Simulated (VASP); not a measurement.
A run of VASP 6.6.1:

INCAR

```
ALGO     = Normal         # electronic algorithm
EDIFF    = 1E-6           # SCF threshold, eV
ENCUT    = 520            # plane-wave cutoff, eV
GGA      = PS             # functional
ISIF     = 2              # what is computed and relaxed
ISMEAR   = 1              # smearing method
LASPH    = True           # aspherical terms in the spheres
LCHARG   = False          # write CHGCAR
LREAL    = False          # projectors in reciprocal space
LWAVE    = False          # write WAVECAR
NBANDS   = 21             # bands
NELM     = 80             # most SCF steps
PREC     = Accurate       # precision mode
SIGMA    = 0.025          # smearing width, eV
```

KPOINTS

```
k-points
0
Gamma
  11 11 11
```

POSCAR

```
Sn
1.0
   -2.9196440000      2.9196440000      1.5938000000
    2.9196440000     -2.9196440000      1.5938000000
    2.9196440000      2.9196440000     -1.5938000000
Sn
2
Direct
    0.0000000000      0.0000000000      0.0000000000
    0.7500000000      0.2500000000      0.5000000000
```

Potentials or basis: VASP PAW PBE potentials, release 64 (Sn_d).

Launch:

```bash
$ cat potpaw_PBE.64/Sn_d/POTCAR > POTCAR
$ mpirun -np 1 vasp_std > vasp.out
```

Hardware: 1 thread of Intel Xeon 6975P-C (shared host).

Task: Estimate the wall time of this run.

Result: Run time: 120 s on 1 thread of Intel Xeon 6975P-C (shared host), peak memory 0.27 GiB. Counts: scf iterations 10, k points 126.
